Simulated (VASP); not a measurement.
# Sn (I4_1/amd) in VASP: single point with r2SCAN

Aim: the single point of Sn with r2SCAN.

All numbers are computed with VASP 6.6.1; they aren't measurements. Logs are shortened: lines on timing, memory, paths and dates and some standing lists are left out, and cuts for length are marked.

## (1) The cell of the first run

It takes space group I4_1/amd (No. 141, tetragonal). The conventional cell has a = 4.590 Å, b = 4.590 Å, c = 6.735 Å, α = 90.00°, β = 90.00°, γ = 90.00°. Within 3.8 Å of Sn (site symmetry -4m2) lie 4 Sn at 2.85 Å.

## (2) Single point, r2SCAN (strain +0.0375 x Voigt [0, 0, 1, 0, 0, 0])

The input, POSCAR:

```
Sn
1.0
    0.0000000000      3.2456000000      3.3673100000
    3.2456000000      0.0000000000      3.3673100000
    3.2456000000      3.2456000000      0.0000000000
Sn
2
Direct
    0.5000000000      0.5000000000      0.5000000000
    0.7500000000      0.7500000000      0.7500000000
```

The input, INCAR.step1:

```
PREC = Accurate ; ENCUT = 520
ISMEAR = 0 ; SIGMA = 0.15
LREAL = F ; LASPH = T
NELM = 100 ; NBANDS = 21
GGA = PE ; ALGO = Normal
EDIFF = 1E-4 ; LWAVE = T
LCHARG = F
```

The input, INCAR.step2:

```
PREC = Accurate ; ENCUT = 520
EDIFF = 1E-6 ; ISMEAR = 0
SIGMA = 0.15 ; LREAL = F
LASPH = T ; NELM = 100
ALGO = Normal ; ISIF = 2
LWAVE = F ; LCHARG = F
METAGGA = R2SCAN ; LMIXTAU = T
NBANDS = 21 ; ISTART = 1
```

The input, KPOINTS:

```
Automatic mesh
0
Gamma
  12 12 12
```

Potentials or basis: VASP PAW PBE potentials, release 64 (Sn_d).

The run is started by

```bash
> cat potpaw_PBE.64/Sn_d/POTCAR > POTCAR
> cp INCAR.step1 INCAR
> mpirun -np 1 vasp_std > vasp.out
> cp INCAR.step2 INCAR
> mpirun -np 1 vasp_std > vasp.out
```

OUTCAR:

```text
PREC = Accurate
   ENCUT = 520
   EDIFF = 1E-6
   ISMEAR = 0
   LREAL = F
   LASPH = T
   NELM = 100
   ISIF = 2
   METAGGA = R2SCAN
   ISTART = 1

 ion  position               nearest neighbor table
   1  0.500  0.500  0.500-   2 2.85   2 2.85   2 2.85   2 2.85
   2  0.750  0.750  0.750-   1 2.85   1 2.85   1 2.85   1 2.85

  LATTYP: Found a body centered tetragonal cell.
 ALAT       =     4.5899715380
 C/A-ratio  =     1.4672465710

  Lattice vectors:

 A1 = (  -3.2456000000,   0.0000000000,   3.3673100000)
 A2 = (   3.2456000000,   0.0000000000,   3.3673100000)
 A3 = (   0.0000000000,   3.2456000000,  -3.3673100000)

Analysis of symmetry for initial positions (statically):
=====================================================================
 Subroutine PRICEL returns:
 Original cell was already a primitive cell.

 Routine SETGRP: Setting up the symmetry group for a
 body centered tetragonal supercell.

 Subroutine GETGRP returns: Found 16 space group operations
 (whereof  8 operations were pure point group operations)
 out of a pool of 16 trial point group operations.

The static configuration has the point symmetry D_2d.
 The point group associated with its full space group is D_4h.

Analysis of symmetry for dynamics (positions and initial velocities):
=====================================================================
 Subroutine PRICEL returns:
 Original cell was already a primitive cell.

 Routine SETGRP: Setting up the symmetry group for a
 body centered tetragonal supercell.

 Subroutine GETGRP returns: Found 16 space group operations
 (whereof  8 operations were pure point group operations)
 out of a pool of 16 trial point group operations.

The dynamic configuration has the point symmetry D_2d.
 The point group associated with its full space group is D_4h.

 Subroutine INISYM returns: Found 16 space group operations
 (whereof  8 operations are pure point group operations),
 and found     1 'primitive' translations

----------------------------------------------------------------------------------------

                                     Primitive cell

  volume of cell :      70.9419

  direct lattice vectors                    reciprocal lattice vectors
     0.000000000  3.245600000  3.367310000    -0.154054720  0.154054720  0.148486477
     3.245600000  0.000000000  3.367310000     0.154054720 -0.154054720  0.148486477
     3.245600000  3.245600000  0.000000000     0.154054720  0.154054720 -0.148486477

  length of vectors
     4.676825419  4.676825419  4.589971538     0.263654978  0.263654978  0.263654978

  position of ions in fractional coordinates (direct lattice)
     0.500000000  0.500000000  0.500000000
     0.750000000  0.750000000  0.750000000

  ion indices of the primitive-cell ions
   primitive index   ion index
                 1           1
                 2           2

----------------------------------------------------------------------------------------

 KPOINTS: Automatic mesh

Automatic generation of k-mesh.
 Grid dimensions read from file:
 generate k-points for:   12   12   12

 Generating k-lattice:

  Cartesian coordinates                     Fractional coordinates (reciprocal lattice)
    -0.012837893  0.012837893  0.012373873     0.083333333  0.000000000  0.000000000
     0.012837893 -0.012837893  0.012373873     0.000000000  0.083333333  0.000000000
     0.012837893  0.012837893 -0.012373873     0.000000000  0.000000000  0.083333333

  Length of vectors
     0.021971248  0.021971248  0.021971248

  Shift w.r.t. Gamma in fractional coordinates (k-lattice)
     0.000000000  0.000000000  0.000000000

 Subroutine IBZKPT returns following result:
 ===========================================

 Found    163 irreducible k-points:

 Following reciprocal coordinates:
            Coordinates               Weight
  0.000000  0.000000  0.000000      1.000000
  0.083333 -0.000000  0.000000      8.000000
  0.166667 -0.000000  0.000000      8.000000
  0.250000 -0.000000  0.000000      8.000000
  0.333333 -0.000000  0.000000      8.000000
  0.416667 -0.000000  0.000000      8.000000
[... 16 lines left out ...]
  0.500000  0.166667  0.000000      8.000000
 -0.416667  0.166667  0.000000      8.000000
 [... further k-points ...]
   k-points           NKPTS =    163   k-points in BZ     NKDIM =    163   number of bands    NBANDS=     21
   number of dos      NEDOS =    301   number of ions     NIONS =      2
   total plane-waves  NPLWV =  46656
   dimension x,y,z NGX =    36 NGY =   36 NGZ =   36
   dimension x,y,z NGXF=    72 NGYF=   72 NGZF=   72
   ions per type =               2
   NGX,Y,Z   is equivalent  to a cutoff of  12.80, 12.80, 13.04 a.u.
   NGXF,Y,Z  is equivalent  to a cutoff of  25.59, 25.59, 26.08 a.u.
 SYSTEM =  unknown system
   PREC   = accura    normal or accurate (medium, high low for compatibility)
   ISTART =      1    job   : 0-new  1-cont  2-samecut
   ICHARG =      0    charge: 1-file 2-atom 10-const
   ISPIN  =      1    spin polarized calculation?
   LNONCOLLINEAR =      F non collinear calculations
   LSORBIT =      F    spin-orbit coupling
   LASPH  =      T    aspherical Exc in radial PAW
   ENCUT  =  520.0 eV  38.22 Ry    6.18 a.u.   8.70  8.70  8.53*2*pi/ulx,y,z
   NELM   =    100;   NELMIN=  2; NELMDL=  0     # of ELM steps
   EDIFF  = 0.1E-05   stopping-criterion for ELM
   LREAL  =      F    real-space projection
   EDIFFG = 0.1E-04   stopping-criterion for IOM
   NSW    =      0    number of steps for IOM
   IBRION =     -1    ionic relax: 0-MD 1-quasi-New 2-CG
   NFREE  =      0    steps in history (QN), initial steepest desc. (CG)
   ISIF   =      2    stress and relaxation
   ISYM   =      2    0-nonsym 1-usesym 2-fastsym
   POTIM  = 0.5000    time-step for ionic-motion
   TEBEG  =    0.0;   TEEND  =   0.0 temperature during run
   PSTRESS=    0.0 pullay stress
   NELECT =      28.0000    total number of electrons
   NUPDOWN=      -1.0000    fix difference up-down
   EMIN   =  10.00;   EMAX   =-10.00  energy-range for DOS
   EFERMI =   0.00;   METHOD = LEGACY
   ISMEAR =     0;   SIGMA  =   0.15  broadening in eV -4-tet -1-fermi 0-gaus
   EFERMI_NEDOS =   21; number of points for ismear=-14 and -15
   IALGO  =     38    algorithm
   IMIX   =      4    mixing-type and parameters
     AMIX     =   0.40;   BMIX     =  1.00
     AMIX_MAG =   1.60;   BMIX_MAG =  1.00
  volume/ion in A,a.u.               =      35.47       239.37
  Fermi-wavevector in a.u.,A,eV,Ry     =   1.200862  2.269300 19.620551  1.442070
  Thomas-Fermi vector in A             =   2.336687
   LORBIT       =      0    0 simple, 1 ext, 2 COOP (PROOUT), +10 PAW based schemes
   METAGGA = R2SCAN    functional components
   LHFCALC =     F    Hartree Fock is set to
   AEXX    =    0.0000 exact exchange contribution
   IVDW    =     0    specifies the selected vdW correction
   LEPSILON=     F    determine dielectric tensor
   LRPA    =     F    only Hartree local field effects (RPA)
 non-spin polarized calculation
 Gauss-broadening in eV      SIGMA  =   0.15
  energy-cutoff  :      520.00
  volume of cell :       70.94
 maximum number of plane-waves:      1948
   NGX = 17   NGY = 17   NGZ = 17

 number of electron      27.9999993 magnetization

 Free energy of the ion-electron system (eV)
  ---------------------------------------------------
  ext. energy  EPLUGINS =         0.00000000
  ---------------------------------------------------
  free energy    TOTEN  =       -49.48855760 eV

  energy without entropy =      -49.48730900  energy(sigma->0) =      -49.48793330

 E-fermi :   5.2049     XC(G=0):  -9.4166

 val. band max:        5.1413821965   @ k =  -0.0833   0.0833   0.0000
 cond. band min:       5.2269506702   @ k =   0.5000  -0.0000   0.0000
 fundamental gap:      0.0855684736
 Fermi energy:         5.2049373669

 k-point     1 :       0.0000    0.0000    0.0000
  band No.  band energies     occupation
      1     -17.1501      2.00000
      2     -17.1501      2.00000
      3     -17.1365      2.00000
      4     -17.0863      2.00000
      5     -17.0820      2.00000
      6     -16.8057      2.00000
[... 13 lines left out ...]
     20      13.0330      0.00000
     21      13.5459      0.00000

 k-point     2 :       0.0833   -0.0000    0.0000
  band No.  band energies     occupation
      1     -17.1553      2.00000
      2     -17.1507      2.00000
      3     -17.1397      2.00000
      4     -17.0785      2.00000
      5     -17.0752      2.00000
      6     -16.8109      2.00000
[... 13 lines left out ...]
     20      12.5543      0.00000
     21      13.0483      0.00000

 k-point     3 :       0.1667   -0.0000    0.0000
  band No.  band energies     occupation
      1     -17.1658      2.00000
      2     -17.1568      2.00000
      3     -17.1392      2.00000
      4     -17.0623      2.00000
      5     -17.0605      2.00000
      6     -16.8217      2.00000
[... 13 lines left out ...]
     20      12.2159      0.00000
     21      12.5331      0.00000

 k-point     4 :       0.2500   -0.0000    0.0000
  band No.  band energies     occupation
      1     -17.1756      2.00000
      2     -17.1644      2.00000
      3     -17.1339      2.00000
      4     -17.0460      2.00000
      5     -17.0455      2.00000
      6     -16.8327      2.00000
[... 13 lines left out ...]
     20      12.3253      0.00000
     21      12.4162      0.00000

 k-point     5 :       0.3333   -0.0000    0.0000
  band No.  band energies     occupation
      1     -17.1826      2.00000
      2     -17.1696      2.00000
      3     -17.1277      2.00000
      4     -17.0343      2.00000
      5     -17.0337      2.00000
      6     -16.8420      2.00000
[... 13 lines left out ...]
     20      12.7827      0.00000
     21      12.8533      0.00000

 k-point     6 :       0.4167   -0.0000    0.0000
  band No.  band energies     occupation
      1     -17.1866      2.00000
      2     -17.1722      2.00000
      3     -17.1229      2.00000
      4     -17.0280      2.00000
      5     -17.0266      2.00000
      6     -16.8467      2.00000
[... 13 lines left out ...]
     20      13.5454      0.00000
     21      13.7685      0.00000

 k-point     7 :       0.5000   -0.0000    0.0000
  band No.  band energies     occupation
      1     -17.1879      2.00000
      2     -17.1730      2.00000
      3     -17.1211      2.00000
      4     -17.0261      2.00000
      5     -17.0245      2.00000
      6     -16.8481      2.00000
[... 13 lines left out ...]
     20      14.1950      0.00000
     21      14.3038      0.00000
[... 291 lines left out ...]
      1     -17.1763      2.00000
      2     -17.1736      2.00000
      3     -17.1470      2.00000
      4     -17.0491      2.00000
      5     -17.0091      2.00000
      6     -16.8960      2.00000
[... 13 lines left out ...]
     20      12.7183      0.00000
     21      13.7913      0.00000

 k-point    21 :       0.3333    0.1667    0.0000
  band No.  band energies     occupation
      1     -17.1879      2.00000
      2     -17.1818      2.00000
      3     -17.1329      2.00000
      4     -17.0346      2.00000
      5     -16.9926      2.00000
      6     -16.9104      2.00000
[... 13 lines left out ...]
     20      13.1767      0.00000
     21      13.8455      0.00000

 k-point    22 :       0.4167    0.1667    0.0000
  band No.  band energies     occupation
      1     -17.1963      2.00000
      2     -17.1886      2.00000
      3     -17.1159      2.00000
      4     -17.0208      2.00000
      5     -16.9854      2.00000
      6     -16.9138      2.00000
[... 13 lines left out ...]
     20      13.5859      0.00000
     21      14.3273      0.00000

 k-point    23 :       0.5000    0.1667    0.0000
  band No.  band energies     occupation
      1     -17.2001      2.00000
      2     -17.1933      2.00000
      3     -17.1009      2.00000
      4     -17.0090      2.00000
      5     -16.9894      2.00000
      6     -16.9052      2.00000
[... 13 lines left out ...]
     20      14.0983      0.00000
     21      14.3516      0.00000

 k-point    24 :      -0.4167    0.1667    0.0000
  band No.  band energies     occupation
      1     -17.1987      2.00000
      2     -17.1957      2.00000
      3     -17.0923      2.00000
      4     -17.0023      2.00000
      5     -17.0008      2.00000
      6     -16.8873      2.00000
[... 13 lines left out ...]
     20      13.2969      0.00000
     21      13.5186      0.00000

 [... further k-points ...]
[... 5 lines left out ...]
  --------------------------------------------------------------------------------------
  -------------------------------------------------------------------------------------
  Total        0.1404132      0.1404132     -0.4656211      0.0000000      0.0000000      0.0000000
  in kB        3.1711412      3.1711412    -10.5157482      0.0000000      0.0000000      0.0000000
  external PRESSURE =      -1.3911553 kB  Pullay stress =       0.0000000 kB

 VOLUME and BASIS-vectors are now :
 -----------------------------------------------------------------------------
  energy-cutoff  :      520.00
  volume of cell :       70.94
      direct lattice vectors                 reciprocal lattice vectors
     0.000000000  3.245600000  3.367310000    -0.154054720  0.154054720  0.148486477
     3.245600000  0.000000000  3.367310000     0.154054720 -0.154054720  0.148486477
     3.245600000  3.245600000  0.000000000     0.154054720  0.154054720 -0.148486477

 POSITION                                       TOTAL-FORCE (eV/Angst)
 -----------------------------------------------------------------------------------
      3.24560      3.24560      3.36731         0.000000      0.000000      0.000000
      4.86840      4.86840      5.05096        -0.000000     -0.000000     -0.000000
 -----------------------------------------------------------------------------------
    total drift:                                0.000000      0.000000      0.000000

  FREE ENERGIE OF THE ION-ELECTRON SYSTEM (eV)
  ---------------------------------------------------
  free  energy   TOTEN  =       -49.4885575953 eV

  energy  without entropy=      -49.4873089989  energy(sigma->0) =      -49.48793330
```

Wall time 15 min (1 thread of Oxide Virtual Turin-like, shared host); peak memory 0.31 GiB.

Results:

* Free energy: -49.4886 eV
* Pressure: -0.1 GPa
* Band gap on the k mesh: zero (bands 14 and 15 overlap by 0.05 eV)

Levels at points of the mesh, in eV from the Fermi level:
```csv
k point,band 11,band 12,band 13,band 14,band 15,band 16,band 17,band 18
"(0.00, 0.00, 0.00)",-10.89,-0.66,-0.19,0.07,0.07,2.15,2.15,2.31
"(0.50, 0.00, 0.00)",-9.25,-6.47,-1.36,-1.09,0.02,3.28,3.41,5.96
"(0.50, 0.50, 0.00)",-7.83,-7.83,-2.43,-2.43,1.10,1.10,7.85,7.85
"(0.50, 0.00, 0.50)",-7.70,-7.70,-2.63,-2.63,0.86,0.86,7.84,7.84
```

Caveat: the cell differs from its parent crystal (strain +0.0375 x Voigt [0, 0, 1, 0, 0, 0]); the PAW data sets were made with another functional, which shifts forces and pressure a little; spin-orbit coupling is left out, which moves the levels of the heavy elements.

The gap in the log of VASP goes by the Fermi energy; the results here count the filled bands.